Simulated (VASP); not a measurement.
**CaB15N15 (a cell with a defect): relaxation of the atoms with PBE**

The system is CaB15N15 (a cell with a defect).

```
B Ca N
1.0
    -3.62411    3.62411   -3.62411
     3.62411    3.62411    3.62411
     3.62411   -3.62411   -3.62411
B Ca N
15 1 15
Direct
  0.00000 0.00000 0.00000
  0.00000 0.25000 0.75000
  0.00000 0.50000 0.50000
  0.00000 0.75000 0.25000
  0.25000 0.00000 0.75000
  0.25000 0.50000 0.25000
  0.25000 0.75000 0.00000
  0.50000 0.00000 0.50000
  0.50000 0.25000 0.25000
  0.50000 0.50000 0.00000
  0.50000 0.75000 0.75000
  0.75000 0.00000 0.25000
  0.75000 0.25000 0.00000
  0.75000 0.50000 0.75000
  0.75000 0.75000 0.50000
  0.25000 0.25000 0.50000
  0.00000 0.25000 0.00000
  0.00000 0.50000 0.75000
  0.00000 0.75000 0.50000
  0.25000 0.00000 0.00000
  0.25000 0.25000 0.75000
  0.25000 0.50000 0.50000
  0.25000 0.75000 0.25000
  0.50000 0.00000 0.75000
  0.50000 0.25000 0.50000
  0.50000 0.50000 0.25000
  0.50000 0.75000 0.00000
  0.75000 0.00000 0.50000
  0.75000 0.25000 0.25000
  0.75000 0.50000 0.00000
  0.75000 0.75000 0.75000
```

```
Program                : VASP 6.6.1
Task                   : relaxation of the atoms
Functional             : PBE
Potentials or basis    : VASP PAW PBE potentials, release 64 (B, Ca_sv, N)
Cutoff                 : 520 eV
k mesh                 : 1 × 1 × 1, shifted
Occupations            : gaussian, width 0.01 eV
Spin                   : collinear spin
Fixed moment           : 1 μB
Dipole correction      : no
Charge                 : 1
Further INCAR settings : LREAL = Auto; ALGO = Normal; EDIFF = 1e-06; IBRION = 2; EDIFFG = -0.03; NSW = 100; NELECT = 129.0
```

- Largest force after relaxing: 0.026 eV/Å
- Net moment: 1.00 μB per cell
- Site moments: B +0.12, +0.01 (each value once); Ca +0.09; N -0.00, +0.00, +0.01 (each value once) μB
- Valence electrons inside the program's atomic spheres: B 2.10, 2.02, 2.08, 2.04 (each value once); Ca 8.65; N 3.96, 3.98, 4.06 (each value once)

Forces in eV/Å, atoms in the order of the input:
```
B    0.006  0.024 -0.006
B   -0.006 -0.004  0.001
B   -0.006 -0.001  0.004
B    0.006  0.006 -0.024
B   -0.001 -0.004  0.006
B   -0.001 -0.006  0.004
B    0.012 -0.001  0.001
B   -0.004 -0.001  0.006
B   -0.004 -0.006  0.001
B   -0.006 -0.006  0.006
B   -0.006 -0.006  0.006
B    0.024  0.006 -0.006
B   -0.001 -0.001 -0.012
B   -0.006 -0.006  0.006
B   -0.001  0.012  0.001
Ca  -0.008 -0.008  0.008
N   -0.019  0.000 -0.008
N    0.013 -0.011  0.011
N   -0.019  0.008  0.000
N    0.008  0.000  0.019
N    0.012  0.015 -0.012
N    0.012  0.012 -0.015
N    0.008 -0.019  0.000
N   -0.011 -0.011 -0.013
N    0.015  0.012 -0.012
N   -0.011  0.013  0.011
N    0.002 -0.003  0.003
N    0.000  0.008  0.019
N    0.000 -0.019 -0.008
N   -0.003 -0.003 -0.002
N   -0.003  0.002  0.003
```

Final structure:
```
B Ca N
1.0
    -3.62411    3.62411   -3.62411
     3.62411    3.62411    3.62411
     3.62411   -3.62411   -3.62411
B Ca N
15 1 15
Direct
  0.99492 0.99492 0.94821
  0.01237 0.25910 0.75946
  0.01237 0.50946 0.50910
  0.99492 0.69821 0.24492
  0.25910 0.01237 0.75946
  0.25910 0.50946 0.26237
  0.24713 0.75029 0.00029
  0.50946 0.01237 0.50910
  0.50946 0.25910 0.26237
  0.50052 0.50052 0.00582
  0.50052 0.75582 0.75052
  0.69821 0.99492 0.24492
  0.75029 0.24713 0.00029
  0.75582 0.50052 0.75052
  0.75029 0.75029 0.49713
  0.15064 0.15064 0.40064
  0.00053 0.25004 0.00801
  0.00990 0.50692 0.75692
  0.00053 0.75801 0.50004
  0.25004 0.00053 0.00801
  0.25715 0.25715 0.78868
  0.25715 0.53868 0.50715
  0.25004 0.75801 0.25053
  0.50692 0.00990 0.75692
  0.53868 0.25715 0.50715
  0.50692 0.50692 0.25990
  0.49927 0.75087 0.00087
  0.75801 0.00053 0.50004
  0.75801 0.25004 0.25053
  0.75087 0.49927 0.00087
  0.75087 0.75087 0.74927
```

Wall time 48 min on 1 thread of Intel Xeon 8259CL, on a shared host, peak memory 0.43 GiB.

Caveat: the k points lie up to 1.23 Å⁻¹ apart, too coarse for converged energies, forces and pressures; the cell carries a net charge on a neutralising background, which shifts energy and pressure; the total moment is fixed, so each spin has its own Fermi level and the state may be an excited one.
